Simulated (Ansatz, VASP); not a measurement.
**BaS in VASP and in Ansatz**

```
Ba S
1.0
     0.00000    3.58510    3.58510
     3.58510    0.00000    3.58510
     3.58510    3.58510    0.00000
Ba S
1 1
Direct
  0.00000 0.00000 0.00000
  0.25000 0.25000 0.25000
```

Change from the starting cell: volume scaled by 1.06.

Alike in both runs: task single point; functional PBE; k mesh 9 × 9 × 9; occupations fermi-dirac, width 0.08 eV; no spin polarisation.

```csv
,VASP,Ansatz
version,VASP 6.6.1,Ansatz 0.2.0
potentials or method,"VASP PAW PBE potentials, release 64 (Ba_sv, S), cutoff 520 eV","all-electron LAPW, scalar-relativistic"
```

|  | VASP | Ansatz | Ansatz less VASP |
| --- | --- | --- | --- |
| pressure (GPa) | -1.1 | -1.4 | -0.34 |

Ansatz ran all-electron here, and VASP with PAW potentials.

Neither program's run includes spin-orbit coupling.
